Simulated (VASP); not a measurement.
# Cu6Ru (P4/nmm) in VASP: single point with PBE

Aim: the single point of Cu6Ru with PBE.

Everything below comes from runs of VASP 6.6.1. Logs are shortened: lines on timing, memory, paths and dates and some standing lists are left out, and cuts for length are marked.

### Step 1. The cell of the first run

The structure is tetragonal, space group P4/nmm (No. 129). The conventional cell has a = 2.692 Å, b = 2.692 Å, c = 23.844 Å, α = 90.00°, β = 90.00°, γ = 90.00°. Within 3.4 Å of Cu (site symmetry 4mm) lie 14 Cu at 2.53 to 3.33 Å. Cu (site symmetry 4mm) has 14 Cu at 2.53 to 3.34 Å within 3.4 Å. Within 3.4 Å of Cu (site symmetry 4mm) lie 14 Cu at 2.53 to 3.34 Å. Within 3.4 Å of Cu (site symmetry 4mm) lie 9 Cu at 2.53 to 3.33 Å and 4 Ru at 2.69 Å. Within 3.4 Å of Cu (site symmetry 4mm) lie 13 Cu at 2.53 to 3.33 Å. Cu (site symmetry 4mm) has 14 Cu at 2.53 to 3.33 Å within 3.4 Å. Ru (site symmetry 4mm) has 8 Ru at 2.57 to 2.69 Å and 4 Cu at 2.69 Å within 3.4 Å.

### Step 2. Single point, PBE

File INCAR:

```
PREC = Accurate
ENCUT = 520
EDIFF = 1E-6
ISMEAR = 0
SIGMA = 0.2
LREAL = F
LASPH = T
NELM = 100
ALGO = Fast
ISIF = 2
LWAVE = F
LCHARG = F
GGA = PE
NBANDS = 93
```

File KPOINTS:

```
Automatic mesh
0
Gamma
  6 6 1
```

File POSCAR:

```
Cu6Ru
1.0
    2.6915403083      0.0000000000      0.0000000000
    0.0000000000      2.6915403083      0.0000000000
    0.0000000000      0.0000000000     23.8437345576
Cu Ru
12 2
Direct
    0.5000000000      0.0000000000      0.3252533802
    0.0000000000      0.5000000000      0.3950080348
    0.0000000000      0.5000000000      0.5350032892
    0.5000000000      0.0000000000      0.4649967108
    0.0000000000      0.5000000000      0.6747466198
    0.5000000000      0.0000000000      0.6049919652
    0.5000000000      0.0000000000      0.8843723268
    0.0000000000      0.5000000000      0.8145546766
    0.5000000000      0.0000000000      0.7446367508
    0.0000000000      0.5000000000      0.1156276732
    0.5000000000      0.0000000000      0.1854453234
    0.0000000000      0.5000000000      0.2553632492
    0.0000000000      0.5000000000      0.9638814763
    0.5000000000      0.0000000000      0.0361185237
```

Potentials or basis: VASP PAW PBE potentials, release 64 (Cu, Ru_pv).

Run with:

```bash
cat potpaw_PBE.64/Cu/POTCAR potpaw_PBE.64/Ru_pv/POTCAR > POTCAR
mpirun -np 1 vasp_std > vasp.out
```

OUTCAR:

```text
PREC = Accurate
   ENCUT = 520
   EDIFF = 1E-6
   ISMEAR = 0
   LREAL = F
   LASPH = T
   NELM = 100
   ISIF = 2
   GGA = PE

 ion  position               nearest neighbor table
   1  0.500  0.000  0.325-   2 2.53   2 2.53   2 2.53   2 2.53  12 2.53  12 2.53  12 2.53  12 2.53

   2  0.000  0.500  0.395-   1 2.53   1 2.53   1 2.53   1 2.53   4 2.53   4 2.53   4 2.53   4 2.53

   3  0.000  0.500  0.535-   6 2.53   6 2.53   6 2.53   6 2.53   4 2.53   4 2.53   4 2.53   4 2.53

   4  0.500  0.000  0.465-   2 2.53   2 2.53   2 2.53   2 2.53   3 2.53   3 2.53   3 2.53   3 2.53

   5  0.000  0.500  0.675-   6 2.53   6 2.53   6 2.53   6 2.53   9 2.53   9 2.53   9 2.53   9 2.53

   6  0.500  0.000  0.605-   5 2.53   5 2.53   5 2.53   5 2.53   3 2.53   3 2.53   3 2.53   3 2.53
[... 11 lines left out ...]
  12  0.000  0.500  0.255-   1 2.53   1 2.53   1 2.53   1 2.53  11 2.53  11 2.53  11 2.53  11 2.53

  13  0.000  0.500  0.964-  14 2.57  14 2.57  14 2.57  14 2.57   7 2.69   7 2.69   7 2.69   7 2.69

  14  0.500  0.000  0.036-  13 2.57  13 2.57  13 2.57  13 2.57  10 2.69  10 2.69  10 2.69  10 2.69

  LATTYP: Found a simple tetragonal cell.
 ALAT       =     2.6915403083
 C/A-ratio  =     8.8587692646

  Lattice vectors:

 A1 = (   2.6915403083,   0.0000000000,   0.0000000000)
 A2 = (   0.0000000000,   2.6915403083,   0.0000000000)
 A3 = (   0.0000000000,   0.0000000000,  23.8437345576)

Analysis of symmetry for initial positions (statically):
=====================================================================
 Subroutine PRICEL returns:
 Original cell was already a primitive cell.

 Routine SETGRP: Setting up the symmetry group for a
 simple tetragonal supercell.

 Subroutine GETGRP returns: Found 16 space group operations
 (whereof  8 operations were pure point group operations)
 out of a pool of 16 trial point group operations.

The static configuration has the point symmetry D_2d.
 The point group associated with its full space group is D_4h.

Analysis of symmetry for dynamics (positions and initial velocities):
=====================================================================
 Subroutine PRICEL returns:
 Original cell was already a primitive cell.

 Routine SETGRP: Setting up the symmetry group for a
 simple tetragonal supercell.

 Subroutine GETGRP returns: Found 16 space group operations
 (whereof  8 operations were pure point group operations)
 out of a pool of 16 trial point group operations.

The dynamic configuration has the point symmetry D_2d.
 The point group associated with its full space group is D_4h.

 Subroutine INISYM returns: Found 16 space group operations
 (whereof  8 operations are pure point group operations),
 and found     1 'primitive' translations

----------------------------------------------------------------------------------------

                                     Primitive cell

  volume of cell :     172.7333

  direct lattice vectors                    reciprocal lattice vectors
     2.691540308  0.000000000  0.000000000     0.371534469  0.000000000  0.000000000
     0.000000000  2.691540308  0.000000000     0.000000000  0.371534469  0.000000000
     0.000000000  0.000000000 23.843734558     0.000000000  0.000000000  0.041939739

  length of vectors
     2.691540308  2.691540308 23.843734558     0.371534469  0.371534469  0.041939739

  position of ions in fractional coordinates (direct lattice)
     0.500000000  0.000000000  0.325253380
     0.000000000  0.500000000  0.395008035
     0.000000000  0.500000000  0.535003289
     0.500000000  0.000000000  0.464996711
     0.000000000  0.500000000  0.674746620
     0.500000000  0.000000000  0.604991965
     0.500000000  0.000000000  0.884372327
     0.000000000  0.500000000  0.814554677
     0.500000000  0.000000000  0.744636751
     0.000000000  0.500000000  0.115627673
     0.500000000  0.000000000  0.185445323
     0.000000000  0.500000000  0.255363249
     0.000000000  0.500000000  0.963881476
     0.500000000  0.000000000  0.036118524

  ion indices of the primitive-cell ions
   primitive index   ion index
                 1           1
                 2           2
                 3           3
                 4           4
                 5           5
                 6           6
                 7           7
                 8           8
                 9           9
                10          10
                11          11
                12          12
                13          13
                14          14

----------------------------------------------------------------------------------------

 KPOINTS: Automatic mesh

Automatic generation of k-mesh.
 Grid dimensions read from file:
 generate k-points for:    6    6    1

 Generating k-lattice:

  Cartesian coordinates                     Fractional coordinates (reciprocal lattice)
     0.061922412  0.000000000  0.000000000     0.166666667  0.000000000  0.000000000
     0.000000000  0.061922412  0.000000000     0.000000000  0.166666667  0.000000000
     0.000000000  0.000000000  0.041939739     0.000000000  0.000000000  1.000000000

  Length of vectors
     0.061922412  0.061922412  0.041939739

  Shift w.r.t. Gamma in fractional coordinates (k-lattice)
     0.000000000  0.000000000  0.000000000

 Subroutine IBZKPT returns following result:
 ===========================================

 Found     10 irreducible k-points:

 Following reciprocal coordinates:
            Coordinates               Weight
  0.000000  0.000000  0.000000      1.000000
  0.166667  0.000000  0.000000      4.000000
  0.333333  0.000000  0.000000      4.000000
  0.500000  0.000000  0.000000      2.000000
  0.166667  0.166667  0.000000      4.000000
  0.333333  0.166667  0.000000      8.000000
  0.500000  0.166667  0.000000      4.000000
  0.333333  0.333333  0.000000      4.000000
  0.500000  0.333333  0.000000      4.000000
  0.500000  0.500000  0.000000      1.000000
   k-points           NKPTS =     10   k-points in BZ     NKDIM =     10   number of bands    NBANDS=     93
   number of dos      NEDOS =    301   number of ions     NIONS =     14
   total plane-waves  NPLWV =  72000
   dimension x,y,z NGX =    20 NGY =   20 NGZ =  180
   dimension x,y,z NGXF=    40 NGYF=   40 NGZF=  360
   ions per type =              12   2
   NGX,Y,Z   is equivalent  to a cutoff of  12.35, 12.35, 12.55 a.u.
   NGXF,Y,Z  is equivalent  to a cutoff of  24.71, 24.71, 25.10 a.u.
 SYSTEM =  unknown system
   PREC   = accura    normal or accurate (medium, high low for compatibility)
   ISTART =      0    job   : 0-new  1-cont  2-samecut
   ICHARG =      2    charge: 1-file 2-atom 10-const
   ISPIN  =      1    spin polarized calculation?
   LNONCOLLINEAR =      F non collinear calculations
   LSORBIT =      F    spin-orbit coupling
   LASPH  =      T    aspherical Exc in radial PAW
   ENCUT  =  520.0 eV  38.22 Ry    6.18 a.u.   5.00  5.00 44.33*2*pi/ulx,y,z
   NELM   =    100;   NELMIN=  2; NELMDL= -5     # of ELM steps
   EDIFF  = 0.1E-05   stopping-criterion for ELM
   LREAL  =      F    real-space projection
   EDIFFG = 0.1E-04   stopping-criterion for IOM
   NSW    =      0    number of steps for IOM
   IBRION =     -1    ionic relax: 0-MD 1-quasi-New 2-CG
   NFREE  =      0    steps in history (QN), initial steepest desc. (CG)
   ISIF   =      2    stress and relaxation
   ISYM   =      2    0-nonsym 1-usesym 2-fastsym
   POTIM  = 0.5000    time-step for ionic-motion
   TEBEG  =    0.0;   TEEND  =   0.0 temperature during run
   PSTRESS=    0.0 pullay stress
   NELECT =     160.0000    total number of electrons
   NUPDOWN=      -1.0000    fix difference up-down
   EMIN   =  10.00;   EMAX   =-10.00  energy-range for DOS
   EFERMI =   0.00;   METHOD = LEGACY
   ISMEAR =     0;   SIGMA  =   0.20  broadening in eV -4-tet -1-fermi 0-gaus
   EFERMI_NEDOS =   21; number of points for ismear=-14 and -15
   IALGO  =     68    algorithm
   IMIX   =      4    mixing-type and parameters
     AMIX     =   0.40;   BMIX     =  1.00
     AMIX_MAG =   1.60;   BMIX_MAG =  1.00
  volume/ion in A,a.u.               =      12.34        83.26
  Fermi-wavevector in a.u.,A,eV,Ry     =   1.595840  3.015701 34.650050  2.546707
  Thomas-Fermi vector in A             =   2.693696
   LORBIT       =      0    0 simple, 1 ext, 2 COOP (PROOUT), +10 PAW based schemes
   GGA     = PE    functional components
   LHFCALC =     F    Hartree Fock is set to
   AEXX    =    0.0000 exact exchange contribution
   IVDW    =     0    specifies the selected vdW correction
   LEPSILON=     F    determine dielectric tensor
   LRPA    =     F    only Hartree local field effects (RPA)
 non-spin polarized calculation
 RMM-DIIS sequential band-by-band and
 Gauss-broadening in eV      SIGMA  =   0.20
  energy-cutoff  :      520.00
  volume of cell :      172.73
 maximum number of plane-waves:      4704
   NGX = 11   NGY = 11   NGZ = 89

 number of electron     160.0000025 magnetization

 Free energy of the ion-electron system (eV)
  ---------------------------------------------------
  ext. energy  EPLUGINS =         0.00000000
  ---------------------------------------------------
  free energy    TOTEN  =       -62.28695614 eV

  energy without entropy =      -62.12528597  energy(sigma->0) =      -62.20612105

 E-fermi :   8.0650     XC(G=0): -12.8140

 val. band max:        8.0461647729   @ k =   0.5000   0.3333   0.0000
 cond. band min:       8.0798312823   @ k =   0.3333   0.0000   0.0000
 fundamental gap:      0.0336665095
 Fermi energy:         8.0650058041

 k-point     1 :       0.0000    0.0000    0.0000
  band No.  band energies     occupation
      1     -35.0629      2.00000
      2     -34.6013      2.00000
      3     -34.6013      2.00000
      4     -34.4131      2.00000
      5     -34.2727      2.00000
      6     -34.2727      2.00000
[... 939 lines left out ...]
     91      13.9752      0.00000
     92      13.9811      0.00000
 [bands above 92 left out]

------------------------ aborting loop because EDIFF is reached ----------------------------------------

  FORCE on cell =-STRESS in cart. coord.  units (eV):
  Direction    XX          YY          ZZ          XY          YZ          ZX
  --------------------------------------------------------------------------------------
  -------------------------------------------------------------------------------------
  Total        0.8263723      0.8263723      0.6595139      0.0000000      0.0000000     -0.0000000
  in kB        7.6649666      7.6649666      6.1172822      0.0000000      0.0000000     -0.0000000
  external PRESSURE =       7.1490718 kB  Pullay stress =       0.0000000 kB

 VOLUME and BASIS-vectors are now :
 -----------------------------------------------------------------------------
  energy-cutoff  :      520.00
  volume of cell :      172.73
      direct lattice vectors                 reciprocal lattice vectors
     2.691540308  0.000000000  0.000000000     0.371534469  0.000000000  0.000000000
     0.000000000  2.691540308  0.000000000     0.000000000  0.371534469  0.000000000
     0.000000000  0.000000000 23.843734558     0.000000000  0.000000000  0.041939739

 POSITION                                       TOTAL-FORCE (eV/Angst)
 -----------------------------------------------------------------------------------
      1.34577      0.00000      7.75526         0.000000     -0.000000     -0.004357
      0.00000      1.34577      9.41847         0.000000     -0.000000     -0.004378
      0.00000      1.34577     12.75648        -0.000000     -0.000000     -0.012709
      1.34577      0.00000     11.08726         0.000000     -0.000000      0.012709
      0.00000      1.34577     16.08848         0.000000      0.000000      0.004357
      1.34577      0.00000     14.42527         0.000000     -0.000000      0.004378
      1.34577      0.00000     21.08674         0.000000     -0.000000      0.012817
      0.00000      1.34577     19.42203         0.000000     -0.000000     -0.018373
      1.34577      0.00000     17.75492         0.000000     -0.000000      0.009447
      0.00000      1.34577      2.75700        -0.000000      0.000000     -0.012817
      1.34577      0.00000      4.42171        -0.000000     -0.000000      0.018373
      0.00000      1.34577      6.08881        -0.000000     -0.000000     -0.009447
      0.00000      1.34577     22.98253         0.000000     -0.000000     -0.007271
      1.34577      0.00000      0.86120         0.000000      0.000000      0.007271
 -----------------------------------------------------------------------------------
    total drift:                               -0.000000     -0.000000      0.000000

  FREE ENERGIE OF THE ION-ELECTRON SYSTEM (eV)
  ---------------------------------------------------
  free  energy   TOTEN  =       -62.2869561351 eV

  energy  without entropy=      -62.1252859670  energy(sigma->0) =      -62.20612105
```

Wall time 3.1 min (1 thread of Intel Xeon 6975P-C (Granite Rapids), shared host); peak memory 0.32 GiB.

Results:

- Free energy: -62.2870 eV
- Pressure: 0.7 GPa
- Largest force: 0.018 eV/Å
- Band gap on the k mesh: zero (bands 80 and 81 overlap by 2.94 eV)

Forces on the atoms (eV/Å):
```
Cu   0.000  0.000 -0.004
Cu   0.000  0.000 -0.004
Cu   0.000  0.000 -0.013
Cu   0.000  0.000  0.013
Cu   0.000  0.000  0.004
Cu   0.000  0.000  0.004
Cu   0.000  0.000  0.013
Cu   0.000  0.000 -0.018
Cu   0.000  0.000  0.009
Cu   0.000  0.000 -0.013
Cu   0.000  0.000  0.018
Cu   0.000  0.000 -0.009
Ru   0.000  0.000 -0.007
Ru   0.000  0.000  0.007
```

Caveat: the k points lie up to 0.39 Å⁻¹ apart, too coarse for converged energies and pressures of a metal.

The gap in the log of VASP goes by the Fermi energy; the results here count the filled bands.